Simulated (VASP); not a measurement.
# PIr2 (Fm-3m) in VASP: notebook

Runs on PIr2. Level: LDA. Tasks: single point.

Program: VASP 6.6.1. These are calculated values, not measurements. Logs are shortened: lines on timing, memory, paths and dates and some standing lists are left out, and cuts for length are marked.

### 1 The cell of the first run

Symmetry: Fm-3m, No. 225, cubic system. The conventional cell has a = 5.383 Å, b = 5.383 Å, c = 5.383 Å, α = 90.00°, β = 90.00°, γ = 90.00°. P (site symmetry m-3m) has 8 Ir at 2.33 Å within 3.1 Å. Within 3.1 Å of Ir (site symmetry -43m) lie 4 P at 2.33 Å and 6 Ir at 2.69 Å.

### 2 Single point, LDA

INCAR

```
PREC = Accurate ; ENCUT = 520
EDIFF = 1E-6 ; ISMEAR = 1
SIGMA = 0.1 ; LREAL = False
LASPH = True ; NELM = 80
ALGO = Normal ; ISIF = 2
LWAVE = False ; LCHARG = False
NBANDS = 18
```

KPOINTS

```
Automatic mesh
0
Gamma
  9 9 9
```

POSCAR

```
PIr2
1.0
    0.0000000000      2.6916395766      2.6916395766
    2.6916395766      0.0000000000      2.6916395766
    2.6916395766      2.6916395766      0.0000000000
P Ir
1 2
Direct
    0.0000000000      0.0000000000      0.0000000000
    0.2500000000      0.2500000000      0.2500000000
    0.7500000000      0.7500000000      0.7500000000
```

Potentials or basis: VASP PAW LDA potentials, release 64 (P, Ir).

The run is started by

```bash
$ cat potpaw_LDA.64/P/POTCAR potpaw_LDA.64/Ir/POTCAR > POTCAR
$ mpirun -np 1 vasp_std > vasp.out
```

OUTCAR:

```text
PREC = Accurate
   ENCUT = 520
   EDIFF = 1E-6
   ISMEAR = 1
   LREAL = False
   LASPH = True
   NELM = 80
   ISIF = 2

 ion  position               nearest neighbor table
   1  0.000  0.000  0.000-   3 2.33   3 2.33   3 2.33   2 2.33   3 2.33   2 2.33   2 2.33   2 2.33

   2  0.250  0.250  0.250-   1 2.33   1 2.33   1 2.33   1 2.33   3 2.69   3 2.69   3 2.69   3 2.69
                             3 2.69   3 2.69
   3  0.750  0.750  0.750-   1 2.33   1 2.33   1 2.33   1 2.33   2 2.69   2 2.69   2 2.69   2 2.69
                             2 2.69   2 2.69

  LATTYP: Found a face centered cubic cell.
 ALAT       =     5.3832791532

  Lattice vectors:

 A1 = (   0.0000000000,   2.6916395766,   2.6916395766)
 A2 = (   2.6916395766,   0.0000000000,   2.6916395766)
 A3 = (   2.6916395766,   2.6916395766,   0.0000000000)

Analysis of symmetry for initial positions (statically):
=====================================================================
 Subroutine PRICEL returns:
 Original cell was already a primitive cell.

 Routine SETGRP: Setting up the symmetry group for a
 face centered cubic supercell.

 Subroutine GETGRP returns: Found 48 space group operations
 (whereof 48 operations were pure point group operations)
 out of a pool of 48 trial point group operations.

The static configuration has the point symmetry O_h .

Analysis of symmetry for dynamics (positions and initial velocities):
=====================================================================
 Subroutine PRICEL returns:
 Original cell was already a primitive cell.

 Routine SETGRP: Setting up the symmetry group for a
 face centered cubic supercell.

 Subroutine GETGRP returns: Found 48 space group operations
 (whereof 48 operations were pure point group operations)
 out of a pool of 48 trial point group operations.

The dynamic configuration has the point symmetry O_h .

 Subroutine INISYM returns: Found 48 space group operations
 (whereof 48 operations are pure point group operations),
 and found     1 'primitive' translations

----------------------------------------------------------------------------------------

                                     Primitive cell

  volume of cell :      39.0014

  direct lattice vectors                    reciprocal lattice vectors
     0.000000000  2.691639577  2.691639577    -0.185760384  0.185760384  0.185760384
     2.691639577  0.000000000  2.691639577     0.185760384 -0.185760384  0.185760384
     2.691639577  2.691639577  0.000000000     0.185760384  0.185760384 -0.185760384

[... 85 lines left out ...]
   EDIFF  = 0.1E-05   stopping-criterion for ELM
   LREAL  =      F    real-space projection
   EDIFFG = 0.1E-04   stopping-criterion for IOM
   NSW    =      0    number of steps for IOM
   IBRION =     -1    ionic relax: 0-MD 1-quasi-New 2-CG
   NFREE  =      0    steps in history (QN), initial steepest desc. (CG)
   ISIF   =      2    stress and relaxation
   ISYM   =      2    0-nonsym 1-usesym 2-fastsym
   POTIM  = 0.5000    time-step for ionic-motion
   TEBEG  =    0.0;   TEEND  =   0.0 temperature during run
   PSTRESS=    0.0 pullay stress
   NELECT =      23.0000    total number of electrons
   NUPDOWN=      -1.0000    fix difference up-down
   EMIN   =  10.00;   EMAX   =-10.00  energy-range for DOS
   EFERMI =   0.00;   METHOD = LEGACY
   ISMEAR =     1;   SIGMA  =   0.10  broadening in eV -4-tet -1-fermi 0-gaus
   EFERMI_NEDOS =   21; number of points for ismear=-14 and -15
   IALGO  =     38    algorithm
   IMIX   =      4    mixing-type and parameters
     AMIX     =   0.40;   BMIX     =  1.00
     AMIX_MAG =   1.60;   BMIX_MAG =  1.00
  volume/ion in A,a.u.               =      13.00        87.73
  Fermi-wavevector in a.u.,A,eV,Ry     =   1.372852  2.594315 25.643226  1.884724
  Thomas-Fermi vector in A             =   2.498422
   LORBIT       =      0    0 simple, 1 ext, 2 COOP (PROOUT), +10 PAW based schemes
   GGA     = CA    functional components
   LHFCALC =     F    Hartree Fock is set to
   AEXX    =    0.0000 exact exchange contribution
   IVDW    =     0    specifies the selected vdW correction
   LEPSILON=     F    determine dielectric tensor
   LRPA    =     F    only Hartree local field effects (RPA)
 non-spin polarized calculation
 Methfessel and Paxton  Order N= 1 SIGMA  =   0.10
  energy-cutoff  :      520.00
  volume of cell :       39.00
 maximum number of plane-waves:      1067
   NGX = 15   NGY = 15   NGZ = 15

 number of electron      23.0000000 magnetization

 Free energy of the ion-electron system (eV)
  ---------------------------------------------------
  ext. energy  EPLUGINS =         0.00000000
  ---------------------------------------------------
  free energy    TOTEN  =       -27.79943183 eV

  energy without entropy =      -27.79966737  energy(sigma->0) =      -27.79951034

 E-fermi :  11.1972     XC(G=0): -13.5775

 val. band max:       11.1445631863   @ k =   0.3333   0.2222   0.1111
 cond. band min:      11.1987236906   @ k =  -0.1111   0.1111   0.0000
 fundamental gap:      0.0541605043
 Fermi energy:        11.1971550482

 k-point     1 :       0.0000    0.0000    0.0000
  band No.  band energies     occupation
      1      -4.0073      2.00000
      2       2.8286      2.00000
      3       2.8286      2.00000
      4       2.8286      2.00000
      5       4.4957      2.00000
      6       4.4957      2.00000
[... 481 lines left out ...]
      5       5.6349      2.00000
      6       5.6349      2.00000
[... 10 lines left out ...]
     17      19.6750      0.00000
     18      21.7589      0.00000

 [... further k-points ...]

------------------------ aborting loop because EDIFF is reached ----------------------------------------

  FORCE on cell =-STRESS in cart. coord.  units (eV):
  Direction    XX          YY          ZZ          XY          YZ          ZX
  --------------------------------------------------------------------------------------
  -------------------------------------------------------------------------------------
  Total        6.8066770      6.8066770      6.8066770      0.0000000      0.0000000     -0.0000000
  in kB      279.6179299    279.6179299    279.6179299      0.0000000      0.0000000     -0.0000000
  external PRESSURE =     279.6179299 kB  Pullay stress =       0.0000000 kB

 VOLUME and BASIS-vectors are now :
 -----------------------------------------------------------------------------
  energy-cutoff  :      520.00
  volume of cell :       39.00
      direct lattice vectors                 reciprocal lattice vectors
     0.000000000  2.691639577  2.691639577    -0.185760384  0.185760384  0.185760384
     2.691639577  0.000000000  2.691639577     0.185760384 -0.185760384  0.185760384
     2.691639577  2.691639577  0.000000000     0.185760384  0.185760384 -0.185760384

 POSITION                                       TOTAL-FORCE (eV/Angst)
 -----------------------------------------------------------------------------------
      0.00000      0.00000      0.00000         0.000000     -0.000000      0.000000
      1.34582      1.34582      1.34582        -0.000000     -0.000000     -0.000000
      4.03746      4.03746      4.03746        -0.000000      0.000000      0.000000
 -----------------------------------------------------------------------------------
    total drift:                                0.000000      0.000000     -0.000000

  FREE ENERGIE OF THE ION-ELECTRON SYSTEM (eV)
  ---------------------------------------------------
  free  energy   TOTEN  =       -27.7994318263 eV

  energy  without entropy=      -27.7996673740  energy(sigma->0) =      -27.79951034
```

stdout:

```text
POSCAR found type information on POSCAR P Ir
 POSCAR found :  2 types and       3 ions
 scaLAPACK will be used
 LDA part: xc-table for (Slater(with rela. corr.)+CA(PZ))
 , standard interpolation
 POSCAR, INCAR and KPOINTS ok, starting setup
 FFT: planning ... GRIDC
 FFT: planning ... GRID_SOFT
 FFT: planning ... GRID
 WAVECAR not read
 entering main loop
```

Run time: 33 s. Hardware: 1 thread of AMD EPYC 7R43 (Zen 3), shared host; peak memory 0.12 GiB.

Results:

| Property | Result |
| --- | --- |
| Free energy | -27.7994 eV |
| Pressure | 28.0 GPa |

Caveat: spin-orbit coupling is left out, which moves the levels of the heavy elements.

### 3 Single point, LDA

This run uses another cell than the first one, of 13.57 Å³/atom, 1.043 times its volume.

INCAR

```
PREC = Accurate
ENCUT = 520
EDIFF = 1E-6
ISMEAR = 1
SIGMA = 0.1
LREAL = False
LASPH = True
NELM = 80
ALGO = Normal
ISIF = 2
LWAVE = False
LCHARG = False
GGA = CA
NBANDS = 18
```

KPOINTS

```
regular mesh
0
Gamma
  9 9 9
```

POSCAR

```
PIr2
1.0
    0.0000000000      2.7300967663      2.7300967663
    2.7300967663      0.0000000000      2.7300967663
    2.7300967663      2.7300967663      0.0000000000
P Ir
1 2
Direct
    0.0000000000      0.0000000000      0.0000000000
    0.2500000000      0.2500000000      0.2500000000
    0.7500000000      0.7500000000      0.7500000000
```

Potentials or basis: VASP PAW LDA potentials, release 64 (P, Ir).

The run is started by

```bash
$ cat potpaw_LDA.64/P/POTCAR potpaw_LDA.64/Ir/POTCAR > POTCAR
$ mpirun -np 1 vasp_std > vasp.out
```

Run time: 43 s. Hardware: 1 thread of AMD EPYC 7R43 (Zen 3), shared host; peak memory 0.13 GiB.

Results (log left out):

* Free energy: -28.0009 eV
* Pressure: 10.6 GPa

Levels at points of the mesh, in eV from the Fermi level:
| k point | band 9 | band 10 | band 11 | band 12 | band 13 | band 14 | band 15 | band 16 |
| --- | --- | --- | --- | --- | --- | --- | --- | --- |
| (0.00, 0.00, 0.00) | -0.51 | 0.56 | 1.79 | 1.79 | 4.67 | 4.67 | 4.67 | 5.19 |

Caveat: spin-orbit coupling is left out, which moves the levels of the heavy elements.
